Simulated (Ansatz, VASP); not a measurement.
## Two plane-wave programs on Ag

```
CELL_PARAMETERS angstrom
0.00000 2.04283 2.04283
2.04283 0.00000 2.04283
2.04283 2.04283 0.00000
ATOMIC_POSITIONS crystal
Ag 0.00000 0.00000 0.00000
```

Alike in both runs: task relaxation of cell and atoms; functional LDA; k mesh 18 × 18 × 18; occupations fermi-dirac, width 0.08 eV; no spin polarisation.

|  | VASP | Ansatz |
| --- | --- | --- |
| version | VASP 6.6.1 | Ansatz 0.2.0 |
| potentials or method | VASP PAW LDA potentials, release 64 (Ag) | PAW with Ansatz's default frozen-core files, scalar-relativistic |
| plane-wave cutoff (eV) | 600 | 420 |
| valence electrons in the cell | 11 | 19 |

Ansatz gave:

- relaxed volume (Å³/atom): 16.02
- relaxed cell length with the largest relative difference (Å): 2.830

**Question.** What did VASP give for the same quantities?

**Answer.** Relaxed volume (Å³/atom): 16.04; relaxed cell length with the largest relative difference (Å): 2.831.

LDA's correlation is that of Perdew and Zunger in VASP and of Perdew and Wang (1992) in Ansatz. VASP's potentials hold 11 valence electrons a cell and Ansatz's 19, so a difference there can come from the potentials and not from the codes.
